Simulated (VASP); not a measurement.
# KCl (Fm-3m) in VASP: a series of runs

Aim: see how the results for KCl move with the level of theory and the settings. Levels: r2SCAN, HSE06. Tasks: relaxation of cell and atoms, single point.

Everything below comes from runs of VASP 6.6.1. Logs are shortened: lines on timing, memory, paths and dates and some standing lists are left out, and cuts for length are marked.

**1. The cell of the first run**

The structure is cubic, space group Fm-3m (No. 225). Conventional cell: a = 6.378 Å, b = 6.378 Å, c = 6.378 Å, α = 90.00°, β = 90.00°, γ = 90.00°. K (site symmetry m-3m) has 6 Cl at 3.19 Å within 4.2 Å. Within 4.2 Å of Cl (site symmetry m-3m) lie 6 K at 3.19 Å.

**2. Relaxation of cell and atoms, r2SCAN**

POSCAR reads:

```
KCl
1.0
    0.0000000000      3.1891817223      3.1891817223
    3.1891817223      0.0000000000      3.1891817223
    3.1891817223      3.1891817223      0.0000000000
K Cl
1 1
Direct
    0.0000000000      0.0000000000      0.0000000000
    0.5000000000      0.5000000000      0.5000000000
```

INCAR.step1 reads:

```
SYSTEM = KCl
ALGO = Normal
EDIFF = 1E-4
ENCUT = 600
GGA = PE
ISMEAR = -1
LASPH = .TRUE.
LCHARG = .FALSE.
LREAL = .FALSE.
LWAVE = .TRUE.
NELM = 100
PREC = Accurate
SIGMA = 0.02
```

INCAR.step2 reads:

```
SYSTEM = KCl
ALGO = Normal
EDIFF = 1E-7
EDIFFG = -0.005
ENCUT = 600
IBRION = 2
ISIF = 3
ISMEAR = -1
ISTART = 1
LASPH = .TRUE.
LCHARG = .FALSE.
LMIXTAU = .TRUE.
LREAL = .FALSE.
LWAVE = .FALSE.
METAGGA = R2SCAN
NELM = 100
NSW = 80
PREC = Accurate
SIGMA = 0.02
```

KPOINTS reads:

```
k-points
0
G
  6 6 6
  0 0 0
```

Potentials or basis: VASP PAW PBE potentials, release 64 (K_sv, Cl).

Command:

```sh
> cat potpaw_PBE.64/K_sv/POTCAR potpaw_PBE.64/Cl/POTCAR > POTCAR
> cp INCAR.step1 INCAR
> mpirun -np 1 vasp_std > vasp.out
> cp INCAR.step2 INCAR
> mpirun -np 1 vasp_std > vasp.out
```

OUTCAR:

```text
SYSTEM = KCl
   EDIFF = 1E-7
   EDIFFG = -0.005
   ENCUT = 600
   IBRION = 2
   ISIF = 3
   ISMEAR = -1
   ISTART = 1
   LASPH = .TRUE.
   LREAL = .FALSE.
   METAGGA = R2SCAN
   NELM = 100
   NSW = 80
   PREC = Accurate

 ion  position               nearest neighbor table
   1  0.000  0.000  0.000-   2 3.19   2 3.19   2 3.19   2 3.19   2 3.19   2 3.19
   2  0.500  0.500  0.500-   1 3.19   1 3.19   1 3.19   1 3.19   1 3.19   1 3.19

  LATTYP: Found a face centered cubic cell.
 ALAT       =     6.3783634446

  Lattice vectors:

 A1 = (   0.0000000000,   3.1891817223,   3.1891817223)
 A2 = (   3.1891817223,   0.0000000000,   3.1891817223)
 A3 = (   3.1891817223,   3.1891817223,   0.0000000000)

Analysis of symmetry for initial positions (statically):
=====================================================================
 Subroutine PRICEL returns:
 Original cell was already a primitive cell.

 Routine SETGRP: Setting up the symmetry group for a
 face centered cubic supercell.

 Subroutine GETGRP returns: Found 48 space group operations
 (whereof 48 operations were pure point group operations)
 out of a pool of 48 trial point group operations.

The static configuration has the point symmetry O_h .

Analysis of symmetry for dynamics (positions and initial velocities):
=====================================================================
 Subroutine PRICEL returns:
 Original cell was already a primitive cell.

 Routine SETGRP: Setting up the symmetry group for a
 face centered cubic supercell.

 Subroutine GETGRP returns: Found 48 space group operations
 (whereof 48 operations were pure point group operations)
 out of a pool of 48 trial point group operations.

The dynamic configuration has the point symmetry O_h .

 Subroutine INISYM returns: Found 48 space group operations
 (whereof 48 operations are pure point group operations),
 and found     1 'primitive' translations

----------------------------------------------------------------------------------------

                                     Primitive cell

  volume of cell :      64.8736

  direct lattice vectors                    reciprocal lattice vectors
     0.000000000  3.189181722  3.189181722    -0.156780028  0.156780028  0.156780028
     3.189181722  0.000000000  3.189181722     0.156780028 -0.156780028  0.156780028
     3.189181722  3.189181722  0.000000000     0.156780028  0.156780028 -0.156780028

  length of vectors
     4.510184045  4.510184045  4.510184045     0.271550974  0.271550974  0.271550974

  position of ions in fractional coordinates (direct lattice)
     0.000000000  0.000000000  0.000000000
     0.500000000  0.500000000  0.500000000

  ion indices of the primitive-cell ions
   primitive index   ion index
                 1           1
                 2           2

----------------------------------------------------------------------------------------

 KPOINTS: k-points

Automatic generation of k-mesh.
 Grid dimensions read from file:
 generate k-points for:    6    6    6

 Generating k-lattice:

  Cartesian coordinates                     Fractional coordinates (reciprocal lattice)
    -0.026130005  0.026130005  0.026130005     0.166666667  0.000000000  0.000000000
     0.026130005 -0.026130005  0.026130005     0.000000000  0.166666667  0.000000000
     0.026130005  0.026130005 -0.026130005     0.000000000  0.000000000  0.166666667

  Length of vectors
     0.045258496  0.045258496  0.045258496

  Shift w.r.t. Gamma in fractional coordinates (k-lattice)
     0.000000000  0.000000000  0.000000000

 Subroutine IBZKPT returns following result:
 ===========================================

 Found     16 irreducible k-points:

 Following reciprocal coordinates:
            Coordinates               Weight
  0.000000  0.000000  0.000000      1.000000
  0.166667  0.000000  0.000000      8.000000
  0.333333  0.000000  0.000000      8.000000
  0.500000  0.000000  0.000000      4.000000
  0.166667  0.166667  0.000000      6.000000
  0.333333  0.166667  0.000000     24.000000
[... 8 lines left out ...]
 -0.333333  0.333333  0.166667     24.000000
 -0.333333  0.500000  0.166667     12.000000
   k-points           NKPTS =     16   k-points in BZ     NKDIM =     16   number of bands    NBANDS=     12
   number of dos      NEDOS =    301   number of ions     NIONS =      2
   total plane-waves  NPLWV =  46656
   dimension x,y,z NGX =    36 NGY =   36 NGZ =   36
   dimension x,y,z NGXF=    72 NGYF=   72 NGZF=   72
   ions per type =               1   1
   NGX,Y,Z   is equivalent  to a cutoff of  13.27, 13.27, 13.27 a.u.
   NGXF,Y,Z  is equivalent  to a cutoff of  26.54, 26.54, 26.54 a.u.
 SYSTEM =  KCl
   PREC   = accura    normal or accurate (medium, high low for compatibility)
   ISTART =      1    job   : 0-new  1-cont  2-samecut
   ICHARG =      0    charge: 1-file 2-atom 10-const
   ISPIN  =      1    spin polarized calculation?
   LNONCOLLINEAR =      F non collinear calculations
   LSORBIT =      F    spin-orbit coupling
   LASPH  =      T    aspherical Exc in radial PAW
   ENCUT  =  600.0 eV  44.10 Ry    6.64 a.u.   9.01  9.01  9.01*2*pi/ulx,y,z
   NELM   =    100;   NELMIN=  2; NELMDL=  0     # of ELM steps
   EDIFF  = 0.1E-06   stopping-criterion for ELM
   LREAL  =      F    real-space projection
   EDIFFG = -.5E-02   stopping-criterion for IOM
   NSW    =     80    number of steps for IOM
   IBRION =      2    ionic relax: 0-MD 1-quasi-New 2-CG
   NFREE  =      1    steps in history (QN), initial steepest desc. (CG)
   ISIF   =      3    stress and relaxation
   ISYM   =      2    0-nonsym 1-usesym 2-fastsym
   POTIM  = 0.5000    time-step for ionic-motion
   TEBEG  =    0.0;   TEEND  =   0.0 temperature during run
   PSTRESS=    0.0 pullay stress
   NELECT =      16.0000    total number of electrons
   NUPDOWN=      -1.0000    fix difference up-down
   EMIN   =  10.00;   EMAX   =-10.00  energy-range for DOS
   EFERMI =   0.00;   METHOD = LEGACY
   ISMEAR =    -1;   SIGMA  =   0.02  broadening in eV -4-tet -1-fermi 0-gaus
   EFERMI_NEDOS =   21; number of points for ismear=-14 and -15
   IALGO  =     38    algorithm
   IMIX   =      4    mixing-type and parameters
     AMIX     =   0.40;   BMIX     =  1.00
     AMIX_MAG =   1.60;   BMIX_MAG =  1.00
  volume/ion in A,a.u.               =      32.44       218.89
  Fermi-wavevector in a.u.,A,eV,Ry     =   1.026657  1.940101 14.340888  1.054026
  Thomas-Fermi vector in A             =   2.160562
   LORBIT       =      0    0 simple, 1 ext, 2 COOP (PROOUT), +10 PAW based schemes
   METAGGA = R2SCAN    functional components
   LHFCALC =     F    Hartree Fock is set to
   AEXX    =    0.0000 exact exchange contribution
   IVDW    =     0    specifies the selected vdW correction
   LEPSILON=     F    determine dielectric tensor
   LRPA    =     F    only Hartree local field effects (RPA)
 conjugate gradient relaxation of ions
 non-spin polarized calculation
  energy-cutoff  :      600.00
  volume of cell :       64.87
 maximum number of plane-waves:      2200
   NGX = 17   NGY = 17   NGZ = 17

--------------------------------------- Ionic step        1  -------------------------------------------

 number of electron      15.9999998 magnetization

 Free energy of the ion-electron system (eV)
  ---------------------------------------------------
  ext. energy  EPLUGINS =         0.00000000
  ---------------------------------------------------
  free energy    TOTEN  =       -16.50236037 eV

  energy without entropy =      -16.50236037  energy(sigma->0) =      -16.50236037

------------------------ aborting loop because EDIFF is reached ----------------------------------------

  FORCE on cell =-STRESS in cart. coord.  units (eV):
  Direction    XX          YY          ZZ          XY          YZ          ZX
  --------------------------------------------------------------------------------------
  -------------------------------------------------------------------------------------
  Total       -0.2793196     -0.2793196     -0.2793196      0.0000000     -0.0000000      0.0000000
  in kB       -6.8983348     -6.8983348     -6.8983348      0.0000000     -0.0000000      0.0000000
  external PRESSURE =      -6.8983348 kB  Pullay stress =       0.0000000 kB

 VOLUME and BASIS-vectors are now :
 -----------------------------------------------------------------------------
  energy-cutoff  :      600.00
  volume of cell :       64.87
      direct lattice vectors                 reciprocal lattice vectors
     0.000000000  3.189181722  3.189181722    -0.156780028  0.156780028  0.156780028
     3.189181722  0.000000000  3.189181722     0.156780028 -0.156780028  0.156780028
     3.189181722  3.189181722  0.000000000     0.156780028  0.156780028 -0.156780028
[... 37 lines left out ...]
 POSITION                                       TOTAL-FORCE (eV/Angst)
 -----------------------------------------------------------------------------------
      3.16769      3.16769      6.33539         0.000000      0.000000     -0.000000
      3.16769      3.16769      3.16769        -0.000000     -0.000000      0.000000
 -----------------------------------------------------------------------------------
    total drift:                                0.000000      0.000000      0.000000

  FREE ENERGIE OF THE ION-ELECTRON SYSTEM (eV)
  ---------------------------------------------------
  free  energy   TOTEN  =       -16.5066122586 eV

  energy  without entropy=      -16.5066122586  energy(sigma->0) =      -16.50661226

--------------------------------------- Ionic step        3  -------------------------------------------

 number of electron      16.0000001 magnetization

 Free energy of the ion-electron system (eV)
  ---------------------------------------------------
  ext. energy  EPLUGINS =         0.00000000
  ---------------------------------------------------
  free energy    TOTEN  =       -16.50794271 eV

  energy without entropy =      -16.50794271  energy(sigma->0) =      -16.50794271

 E-fermi :  -1.7918     XC(G=0):  -7.9443

 val. band max:       -2.2726873072   @ k =   0.0000   0.0000   0.0000
 cond. band min:       3.5497755004   @ k =   0.0000   0.0000   0.0000
 fundamental gap:      5.8224628076
 Fermi energy:        -1.7917762960

 k-point     1 :       0.0000    0.0000    0.0000
  band No.  band energies     occupation
      1     -30.5458      2.00000
      2     -14.9397      2.00000
      3     -13.2375      2.00000
      4     -13.2375      2.00000
      5     -13.2375      2.00000
      6      -2.2727      2.00000
      7      -2.2727      2.00000
      8      -2.2727      2.00000
      9       3.5498      0.00000
     10       6.7604      0.00000
     11       6.7604      0.00000
     12       6.7604      0.00000

 k-point     2 :       0.1667    0.0000    0.0000
  band No.  band energies     occupation
      1     -30.5432      2.00000
      2     -14.9833      2.00000
      3     -13.2396      2.00000
      4     -13.2396      2.00000
      5     -13.1793      2.00000
      6      -2.5778      2.00000
      7      -2.3565      2.00000
      8      -2.3565      2.00000
      9       4.1830      0.00000
     10       6.5401      0.00000
     11       7.1188      0.00000
     12       7.1188      0.00000
[... 230 lines left out ...]
 POSITION                                       TOTAL-FORCE (eV/Angst)
 -----------------------------------------------------------------------------------
      0.00000      0.00000      0.00000         0.000000      0.000000     -0.000000
      3.14863      3.14863      3.14863        -0.000000     -0.000000      0.000000
 -----------------------------------------------------------------------------------
    total drift:                                0.000000      0.000000      0.000000

  FREE ENERGIE OF THE ION-ELECTRON SYSTEM (eV)
  ---------------------------------------------------
  free  energy   TOTEN  =       -16.5079427129 eV

  energy  without entropy=      -16.5079427129  energy(sigma->0) =      -16.50794271

 reached required accuracy - stopping structural energy minimisation
```

Wall time 8.6 min (1 thread of AMD EPYC 7R13, shared host); peak memory 0.21 GiB.

What came out:

| Item | Value |
| --- | --- |
| Free energy | -16.5079 eV |
| Relaxed volume | 31.22 Å³/atom |
| Relaxed cell | a = 4.453 Å, b = 4.453 Å, c = 4.453 Å, α = 60.00°, β = 60.00°, γ = 60.00° |
| Space group after relaxing (to 0.1 Å) | Fm-3m (No. 225) |
| Energy gained by relaxing | 2.8 meV/atom |
| Ionic steps | 3 |
| Pressure after relaxing | 0.0 GPa |
| Band gap on the k mesh | 5.82 eV |

The path:
| step | energy change (eV) | largest force (eV/Å) | pressure (GPa) | volume (Å³) |
| --- | --- | --- | --- | --- |
| 1 | 0.0000 | 0.0000 | -0.69 | 64.87 |
| 2 | -0.0043 | 0.0000 | -0.35 | 63.57 |
| 3 | -0.0056 | 0.0000 | -0.02 | 62.43 |

Final structure:
```xyz
2
Lattice="0.0000 3.1486 3.1486 3.1486 0.0000 3.1486 3.1486 3.1486 0.0000" Properties=species:S:1:pos:R:3 pbc="T T T"
K     0.0000    0.0000    0.0000
Cl    3.1486    3.1486    3.1486
```

Caveat: the PAW data sets were made with another functional, which shifts forces and pressure a little.

**3. Single point, HSE06**

This run uses another cell than the first one, of 31.91 Å³/atom.

POSCAR reads:

```
KCl
1.0
    0.0000000000      3.1718398524      3.1718398524
    3.1718398524      0.0000000000      3.1718398524
    3.1718398524      3.1718398524      0.0000000000
K Cl
1 1
Direct
    0.0000000000      0.0000000000      0.0000000000
    0.5000000000      0.5000000000      0.5000000000
```

INCAR.step1 reads:

```
PREC = Accurate
ENCUT = 520
EDIFF = 1E-5
ISMEAR = -1
SIGMA = 0.02
LREAL = F
LASPH = T
NELM = 100
ALGO = Normal
ISIF = 2
LWAVE = T
GGA = PE
NBANDS = 15
```

INCAR.step2 reads:

```
PREC = Accurate
ENCUT = 520
EDIFF = 1E-6
ISMEAR = -1
SIGMA = 0.02
LREAL = F
LASPH = T
NELM = 100
ALGO = Normal
ISIF = 2
LWAVE = F
LCHARG = T
GGA = PE
LHFCALC = T
HFSCREEN = 0.2079
PRECFOCK = Normal
LELF = T
LVHAR = T
ISTART = 1
NBANDS = 15
```

KPOINTS reads:

```
Automatic mesh
0
Gamma
  4 4 4
```

Potentials or basis: VASP PAW PBE potentials, release 64 (K_sv, Cl).

Command:

```sh
> cat potpaw_PBE.64/K_sv/POTCAR potpaw_PBE.64/Cl/POTCAR > POTCAR
> cp INCAR.step1 INCAR
> mpirun -np 1 vasp_std > vasp.out
> cp INCAR.step2 INCAR
> mpirun -np 1 vasp_std > vasp.out
```

Run time: 16 min. Hardware: 1 thread of AMD EPYC 7R13, shared host; peak memory 0.29 GiB.

The run converged. Its results:

```
Free energy            : -7.8682 eV
Pressure               : 0.0 GPa
Band gap on the k mesh : 6.41 eV
```

Levels at points of the mesh, in eV from the valence-band top:
| k point | band 4 | band 5 | band 6 | band 7 | band 8 | band 9 | band 10 | band 11 | band 12 | band 13 |
| --- | --- | --- | --- | --- | --- | --- | --- | --- | --- | --- |
| (0.00, 0.00, 0.00) | -11.43 | -11.43 | 0.00 | 0.00 | 0.00 | 6.41 | 9.90 | 9.90 | 9.90 | 10.89 |
| (0.50, 0.00, 0.00) | -11.44 | -11.22 | -1.05 | -0.32 | -0.32 | 8.82 | 9.99 | 12.22 | 12.22 | 12.80 |
| (0.50, 0.50, 0.00) | -11.48 | -11.48 | -0.68 | -0.24 | -0.24 | 7.91 | 9.70 | 11.34 | 11.97 | 12.31 |

Caveat: the k points lie up to 0.43 Å⁻¹ apart; the PAW data sets were made with another functional, which shifts forces and pressure a little.

[end of part 1 of 2]
